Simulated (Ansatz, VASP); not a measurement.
# P in VASP and in Ansatz

```
CELL_PARAMETERS angstrom
4.10101 0.00000 0.00000
0.00000 4.10101 0.00000
0.00000 0.00000 4.47073
ATOMIC_POSITIONS crystal
P 0.50000 0.00000 0.70730
P 0.00000 0.50000 0.79270
P 0.00000 0.50000 0.20730
P 0.50000 0.00000 0.29270
P 0.50000 0.50000 0.75000
P 0.50000 0.50000 0.25000
```

Alike in both runs: task single point; functional PBE; k mesh 4 × 4 × 4; occupations gaussian, width 0.1 eV; no spin polarisation.

|  | VASP | Ansatz |
| --- | --- | --- |
| version | VASP 6.6.1 | Ansatz 0.2.0 |
| potentials or method | VASP PAW PBE potentials, release 64 (P), cutoff 520 eV | scalar-relativistic, plane waves, PAW |
| valence electrons in the cell | 30 | 30 |

```tsv
	VASP	Ansatz	Ansatz less VASP
gap on the k mesh at the Fermi level (eV)	none	none	-
rms of the force components (eV/Å)	3.083	3.157	+0.0740
```

Atom by atom the forces differ by 0.074 eV/Å (rms over components). A gap of «none» marks a metal or a gap that the smearing closes. The functional is the same, so the differences come from potentials, cutoffs and numerics.

The k mesh is coarse, so the values compare programs but aren't converged.
